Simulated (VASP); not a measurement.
Write the native input for VASP 6.6.1 that does the following.

- Task: single point
- Functional: PBEsol
- Potentials or basis: VASP PAW PBE potentials, release 64 (Pb_d, O)
- Cutoff: 520 eV
- k mesh: 12 × 12 × 12
- Occupations: fermi-dirac, width 0.05 eV
- Spin: no spin polarisation
- Dipole correction: no
- Further INCAR settings: ALGO = Normal; EDIFF = 1e-07; NBANDS = 20

The structure of PbO2 lies in POSCAR:

```
PbO2
1.0
    0.0000000000      2.4549226524      2.4549226524
    2.4549226524      0.0000000000      2.4549226524
    2.4549226524      2.4549226524      0.0000000000
Pb O
1 2
Direct
    0.0000000000      0.0000000000      0.0000000000
    0.2500000000      0.2500000000      0.2500000000
    0.7500000000      0.7500000000      0.7500000000
```

This cell differs from its parent crystal: volume scaled by 0.75.

These files were run (other wordings do the same):

INCAR

```
PREC = Accurate
ENCUT = 520
EDIFF = 1E-7
ISMEAR = -1
SIGMA = 0.05
LREAL = False
LASPH = True
NELM = 60
ALGO = Normal
ISIF = 2
LWAVE = False
LCHARG = False
GGA = PS
NBANDS = 20
```

KPOINTS

```
Automatic mesh
0
Gamma
  12 12 12
```

Potentials or basis: VASP PAW PBE potentials, release 64 (Pb_d, O).

Command:

```sh
$ cat potpaw_PBE.64/Pb_d/POTCAR potpaw_PBE.64/O/POTCAR > POTCAR
$ mpirun -np 1 vasp_std > vasp.out
```

Results of the run:

| Item | Value |
| --- | --- |
| Pressure | 69.9 GPa |
| Band gap on the k mesh | zero (band 13 reaches 9.84 eV, above the bottom of band 14 at 9.59 eV) |

Caveat: the PAW data sets were made with another functional, which shifts forces and pressure a little; spin-orbit coupling is left out, which moves the levels of the heavy elements.

Wall time 75 s on 1 thread of AMD EPYC 7R13 Processor (Zen 3) (shared host), peak memory 0.14 GiB.
